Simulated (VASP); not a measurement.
# K2Ca3Cl (P-3m1) in VASP: further runs

K2Ca3Cl is run at these levels: PBE; tasks: single point, relaxation of cell and atoms.

Everything below comes from runs of VASP 6.6.1. Logs are shortened: lines on timing, memory, paths and dates and some standing lists are left out, and cuts for length are marked.

### 1 The cell of the first run

It takes space group P-3m1 (No. 164, trigonal). The conventional cell has a = 4.603 Å, b = 4.603 Å, c = 8.083 Å, α = 90.00°, β = 90.00°, γ = 120.00°. K (site symmetry 3m) has 7 Ca at 2.67 to 3.05 Å within 3.5 Å. Ca (site symmetry 3m) has 4 K at 2.67 to 2.71 Å and 6 Ca at 2.92 to 3.59 Å within 3.6 Å. Within 3.8 Å of Ca (site symmetry -3m) lie 6 Ca at 2.92 Å and 6 K at 3.05 Å. Within 4.8 Å of Cl (site symmetry -3m) lie 6 K at 3.68 Å and 8 Ca at 3.88 to 4.04 Å and 6 Cl at 4.60 Å.

The cell was generated, and may not be a known phase.

### 2 Single point, PBE

Input file INCAR:

```
ALGO = Normal
EDIFF = 1E-7
ENCUT = 520
GGA = PE
ISIF = 2
ISMEAR = 0
LASPH = True
LCHARG = False
LREAL = False
LWAVE = False
NBANDS = 36
NELM = 100
PREC = Accurate
SIGMA = 0.1
```

Input file KPOINTS:

```
k-points
0
Gamma
  6 6 2
```

Input file POSCAR:

```
K2Ca3Cl
1.0
    4.6033356400      0.0000000000      0.0000000000
   -2.3016678200      3.9866056000      0.0000000000
    0.0000000000      0.0000000000      8.0834232600
K Ca Cl
2 3 1
Direct
    0.6666666700      0.3333333300      0.1857560900
    0.3333333300      0.6666666700      0.8142439100
    0.6666666700      0.3333333300      0.8504758500
    0.3333333300      0.6666666700      0.1495241500
    0.0000000000      0.0000000000      0.0000000000
    0.0000000000      0.0000000000      0.5000000000
```

Potentials or basis: VASP PAW PBE potentials, release 64 (K_sv, Ca_sv, Cl).

Launch:

```console
cat potpaw_PBE.64/K_sv/POTCAR potpaw_PBE.64/Ca_sv/POTCAR potpaw_PBE.64/Cl/POTCAR > POTCAR
mpirun -np 1 vasp_std > vasp.out
```

OUTCAR:

```text
EDIFF = 1E-7
   ENCUT = 520
   GGA = PE
   ISIF = 2
   ISMEAR = 0
   LASPH = True
   LREAL = False
   NELM = 100
   PREC = Accurate

 ion  position               nearest neighbor table
   1  0.667  0.333  0.186-   4 2.67   4 2.67   4 2.67   3 2.71   5 3.05   5 3.05   5 3.05
   2  0.333  0.667  0.814-   3 2.67   3 2.67   3 2.67   4 2.71   5 3.05   5 3.05   5 3.05
   3  0.667  0.333  0.850-   2 2.67   2 2.67   2 2.67   1 2.71   5 2.92   5 2.92   5 2.92
   4  0.333  0.667  0.150-   1 2.67   1 2.67   1 2.67   2 2.71   5 2.92   5 2.92   5 2.92
   5  0.000  0.000  0.000-   3 2.92   4 2.92   4 2.92   3 2.92   3 2.92   4 2.92   1 3.05   2 3.05
                             2 3.05   1 3.05   2 3.05   1 3.05
   6  0.000  0.000  0.500-

  LATTYP: Found a hexagonal cell.
 ALAT       =     4.6033356400
 C/A-ratio  =     1.7559925871

  Lattice vectors:

 A1 = (   4.6033356400,   0.0000000000,   0.0000000000)
 A2 = (  -2.3016678200,   3.9866056000,   0.0000000000)
 A3 = (   0.0000000000,   0.0000000000,   8.0834232600)

Analysis of symmetry for initial positions (statically):
=====================================================================
 Subroutine PRICEL returns:
 Original cell was already a primitive cell.

 Routine SETGRP: Setting up the symmetry group for a
 hexagonal supercell.

 Subroutine GETGRP returns: Found 12 space group operations
 (whereof 12 operations were pure point group operations)
 out of a pool of 24 trial point group operations.

The static configuration has the point symmetry D_3d.

Analysis of symmetry for dynamics (positions and initial velocities):
=====================================================================
 Subroutine PRICEL returns:
 Original cell was already a primitive cell.

 Routine SETGRP: Setting up the symmetry group for a
 hexagonal supercell.

 Subroutine GETGRP returns: Found 12 space group operations
 (whereof 12 operations were pure point group operations)
 out of a pool of 24 trial point group operations.

The dynamic configuration has the point symmetry D_3d.

 Subroutine INISYM returns: Found 12 space group operations
 (whereof 12 operations are pure point group operations),
 and found     1 'primitive' translations

----------------------------------------------------------------------------------------

                                     Primitive cell

  volume of cell :     148.3444
[... 87 lines left out ...]
   LREAL  =      F    real-space projection
   EDIFFG = 0.1E-05   stopping-criterion for IOM
   NSW    =      0    number of steps for IOM
   IBRION =     -1    ionic relax: 0-MD 1-quasi-New 2-CG
   NFREE  =      0    steps in history (QN), initial steepest desc. (CG)
   ISIF   =      2    stress and relaxation
   ISYM   =      2    0-nonsym 1-usesym 2-fastsym
   POTIM  = 0.5000    time-step for ionic-motion
   TEBEG  =    0.0;   TEEND  =   0.0 temperature during run
   PSTRESS=    0.0 pullay stress
   NELECT =      55.0000    total number of electrons
   NUPDOWN=      -1.0000    fix difference up-down
   EMIN   =  10.00;   EMAX   =-10.00  energy-range for DOS
   EFERMI =   0.00;   METHOD = LEGACY
   ISMEAR =     0;   SIGMA  =   0.10  broadening in eV -4-tet -1-fermi 0-gaus
   EFERMI_NEDOS =   21; number of points for ismear=-14 and -15
   IALGO  =     38    algorithm
   IMIX   =      4    mixing-type and parameters
     AMIX     =   0.40;   BMIX     =  1.00
     AMIX_MAG =   1.60;   BMIX_MAG =  1.00
  volume/ion in A,a.u.               =      24.72       166.85
  Fermi-wavevector in a.u.,A,eV,Ry     =   1.176085  2.222478 18.819246  1.383176
  Thomas-Fermi vector in A             =   2.312455
   LORBIT       =      0    0 simple, 1 ext, 2 COOP (PROOUT), +10 PAW based schemes
   GGA     = PE    functional components
   LHFCALC =     F    Hartree Fock is set to
   AEXX    =    0.0000 exact exchange contribution
   IVDW    =     0    specifies the selected vdW correction
   LEPSILON=     F    determine dielectric tensor
   LRPA    =     F    only Hartree local field effects (RPA)
 non-spin polarized calculation
 Gauss-broadening in eV      SIGMA  =   0.10
  energy-cutoff  :      520.00
  volume of cell :      148.34
 maximum number of plane-waves:      4026
 NGX is ok and might be reduce to    36
   NGX = 17   NGY = 17   NGZ = 31

 number of electron      55.0000003 magnetization

 Free energy of the ion-electron system (eV)
  ---------------------------------------------------
  ext. energy  EPLUGINS =         0.00000000
  ---------------------------------------------------
  free energy    TOTEN  =         0.65175368 eV

  energy without entropy =        0.70376527  energy(sigma->0) =        0.67775947

 E-fermi :   4.1704     XC(G=0):  -8.8911

 val. band max:        4.1392869664   @ k =   0.1667   0.1667   0.0000
 cond. band min:       4.1811482893   @ k =   0.5000  -0.0000   0.5000
 fundamental gap:      0.0418613229
 Fermi energy:         4.1704260152

 k-point     1 :       0.0000    0.0000    0.0000
  band No.  band energies     occupation
      1     -37.3261      2.00000
      2     -37.2453      2.00000
      3     -36.6386      2.00000
      4     -28.2005      2.00000
      5     -28.1835      2.00000
      6     -18.6912      2.00000
[... 535 lines left out ...]
     35       6.3546      0.00000
     36       6.6550      0.00000

------------------------ aborting loop because EDIFF is reached ----------------------------------------

  FORCE on cell =-STRESS in cart. coord.  units (eV):
  Direction    XX          YY          ZZ          XY          YZ          ZX
  --------------------------------------------------------------------------------------
  -------------------------------------------------------------------------------------
  Total       23.1464224     23.1464224     11.4948382      0.0000000      0.0000000      0.0000000
  in kB      249.9903380    249.9903372    124.1487096      0.0000000      0.0000000      0.0000000
  external PRESSURE =     208.0431283 kB  Pullay stress =       0.0000000 kB

 VOLUME and BASIS-vectors are now :
 -----------------------------------------------------------------------------
  energy-cutoff  :      520.00
  volume of cell :      148.34
      direct lattice vectors                 reciprocal lattice vectors
     4.603335640  0.000000000  0.000000000     0.217233780  0.125419981  0.000000000
    -2.301667820  3.986605600  0.000000000     0.000000000  0.250839963  0.000000000
     0.000000000  0.000000000  8.083423260     0.000000000  0.000000000  0.123709964

 POSITION                                       TOTAL-FORCE (eV/Angst)
 -----------------------------------------------------------------------------------
      2.30167      1.32887      1.50155         0.000000      0.000000      3.459019
     -0.00000      2.65774      6.58188         0.000000     -0.000000     -3.459019
      2.30167      1.32887      6.87476        -0.000000      0.000000     -1.867707
     -0.00000      2.65774      1.20867        -0.000000      0.000000      1.867707
      0.00000      0.00000      0.00000         0.000000      0.000000     -0.000000
      0.00000      0.00000      4.04171         0.000000      0.000000     -0.000000
 -----------------------------------------------------------------------------------
    total drift:                                0.000000     -0.000000      0.000000

  FREE ENERGIE OF THE ION-ELECTRON SYSTEM (eV)
  ---------------------------------------------------
  free  energy   TOTEN  =         0.6517536806 eV

  energy  without entropy=        0.7037652658  energy(sigma->0) =        0.67775947
```

It took 51 s on 1 thread of Intel Xeon 6975P-C (Granite Rapids), shared host; peak memory 0.29 GiB.

What came out:

* Free energy: 0.6518 eV
* Pressure: 20.8 GPa
* Largest force: 3.459 eV/Å
* Band gap on the k mesh: zero (an odd number of electrons rules out a gap without spin polarisation)

Forces on the atoms (eV/Å):
```
K    0.000  0.000  3.459
K    0.000  0.000 -3.459
Ca   0.000  0.000 -1.868
Ca   0.000  0.000  1.868
Ca   0.000  0.000  0.000
Cl   0.000  0.000  0.000
```

Levels at points of the mesh, in eV from the Fermi level:
| k point | band 25 | band 26 | band 27 | band 28 | band 29 | band 30 | band 31 | band 32 |
| --- | --- | --- | --- | --- | --- | --- | --- | --- |
| (0.00, 0.00, 0.00) | -2.94 | -0.74 | -0.74 | 0.15 | 0.33 | 0.69 | 0.69 | 1.05 |
| (0.50, 0.00, 0.00) | -1.17 | -0.99 | 0.15 | 0.18 | 0.43 | 0.51 | 0.84 | 1.00 |
| (0.00, 0.00, 0.50) | -2.20 | -0.94 | -0.71 | -0.71 | 0.57 | 0.76 | 0.76 | 1.50 |
| (0.50, 0.00, 0.50) | -1.10 | -0.68 | 0.01 | 0.04 | 0.32 | 0.67 | 0.86 | 1.17 |

Caveat: the k points lie up to 0.39 Å⁻¹ apart, too coarse for converged energies and pressures of a metal; forces of over 1 eV/Å act on the atoms, so gaps and moduli don't describe the material at rest.

### 3 Single point, PBE

This run uses another cell than the first one, of 50.69 Å³/atom.

Input file INCAR:

```
ALGO = Normal
EDIFF = 1E-7
ENCUT = 520
GGA = PE
ISIF = 2
ISMEAR = 0
LASPH = T
LCHARG = F
LREAL = F
LWAVE = F
NBANDS = 36
NELM = 80
PREC = Accurate
SIGMA = 0.1
```

KPOINTS is that of step 2.

Input file POSCAR:

```
K2Ca3Cl
1.0
    5.9876044172      0.0000000000      0.0000000000
   -2.9938022086      5.1854175331      0.0000000000
    0.0000000000      0.0000000000      9.7948494283
K Ca Cl
2 3 1
Direct
    0.6666666667      0.3333333333      0.3621703408
    0.3333333333      0.6666666667      0.6378296592
    0.6666666667      0.3333333333      0.9093665885
    0.3333333333      0.6666666667      0.0906334115
    0.0000000000      0.0000000000      0.0000000000
    0.0000000000      0.0000000000      0.5000000000
```

Potentials or basis: VASP PAW PBE potentials, release 64 (K_sv, Ca_sv, Cl).

Launch:

```console
cat potpaw_PBE.64/K_sv/POTCAR potpaw_PBE.64/Ca_sv/POTCAR potpaw_PBE.64/Cl/POTCAR > POTCAR
mpirun -np 1 vasp_std > vasp.out
```

OUTCAR:

```text
EDIFF = 1E-7
   ENCUT = 520
   GGA = PE
   ISIF = 2
   ISMEAR = 0
   LASPH = T
   LREAL = F
   NELM = 80
   PREC = Accurate

 ion  position               nearest neighbor table
   1  0.667  0.333  0.362-
   2  0.333  0.667  0.638-
   3  0.667  0.333  0.909-
   4  0.333  0.667  0.091-
   5  0.000  0.000  0.000-
   6  0.000  0.000  0.500-
[... 739 lines left out ...]
  Direction    XX          YY          ZZ          XY          YZ          ZX
  --------------------------------------------------------------------------------------
  -------------------------------------------------------------------------------------
  Total        0.0011888      0.0011888     -0.0050911     -0.0000000      0.0000000      0.0000000
  in kB        0.0062630      0.0062630     -0.0268219     -0.0000000      0.0000000      0.0000000
  external PRESSURE =      -0.0047653 kB  Pullay stress =       0.0000000 kB

 VOLUME and BASIS-vectors are now :
 -----------------------------------------------------------------------------
  energy-cutoff  :      520.00
  volume of cell :      304.11
      direct lattice vectors                 reciprocal lattice vectors
     5.987604417  0.000000000  0.000000000     0.167011701  0.096424251  0.000000000
    -2.993802209  5.185417533  0.000000000     0.000000000  0.192848501  0.000000000
     0.000000000  0.000000000  9.794849428     0.000000000  0.000000000  0.102094474

 POSITION                                       TOTAL-FORCE (eV/Angst)
 -----------------------------------------------------------------------------------
      2.99380      1.72847      3.54740        -0.000000      0.000000      0.002554
     -0.00000      3.45695      6.24745         0.000000     -0.000000     -0.002554
      2.99380      1.72847      8.90711        -0.000000      0.000000     -0.025273
     -0.00000      3.45695      0.88774         0.000000     -0.000000      0.025273
      0.00000      0.00000      0.00000         0.000000      0.000000      0.000000
      0.00000      0.00000      4.89742         0.000000      0.000000      0.000000
 -----------------------------------------------------------------------------------
    total drift:                               -0.000000      0.000000     -0.000000

  FREE ENERGIE OF THE ION-ELECTRON SYSTEM (eV)
  ---------------------------------------------------
  free  energy   TOTEN  =       -11.3469759822 eV

  energy  without entropy=      -11.3215862526  energy(sigma->0) =      -11.33428112
```

stdout:

```text
POSCAR found type information on POSCAR K CaCl
 POSCAR found :  3 types and       6 ions
 scaLAPACK will be used
 LDA part: xc-table for (Slater+PW92), standard interpolation
 POSCAR, INCAR and KPOINTS ok, starting setup
 FFT: planning ... GRIDC
 FFT: planning ... GRID_SOFT
 FFT: planning ... GRID
 WAVECAR not read
 entering main loop
```

It took 2.2 min on 1 thread of Intel Xeon 6975P-C (Granite Rapids), shared host; peak memory 0.52 GiB.

Results:

```yaml
Free_energy: -11.3470 eV
Pressure: 0.0 GPa
Largest_force: 0.025 eV/Å
Band_gap_on_the_k_mesh: zero (an odd number of electrons rules out a gap without spin polarisation)
```

Forces in eV/Å, atoms in the order of the input:
```
K    0.000  0.000  0.003
K    0.000  0.000 -0.003
Ca   0.000  0.000 -0.025
Ca   0.000  0.000  0.025
Ca   0.000  0.000  0.000
Cl   0.000  0.000  0.000
```

Levels at points of the mesh, in eV from the Fermi level:
```
           k point  band 23  band 24  band 25  band 26  band 27  band 28  band 29  band 30  band 31  band 32
(0.00, 0.00, 0.00)    -3.57    -3.48    -3.26    -0.65    -0.14     0.36     0.36     0.66     0.66     1.22
(0.50, 0.00, 0.00)    -3.58    -3.40    -1.76    -1.72    -0.17    -0.05     0.40     0.72     0.87     0.99
(0.00, 0.00, 0.50)    -3.57    -3.57    -2.99    -1.25     0.36     0.36     0.65     0.65     0.83     0.91
(0.50, 0.00, 0.50)    -3.58    -3.42    -1.73    -1.68    -0.19    -0.03     0.12     0.71     1.03     1.15
```

(Continued in part 2 of 2.)

The gap in the log of VASP goes by the Fermi energy; the results here count the filled bands.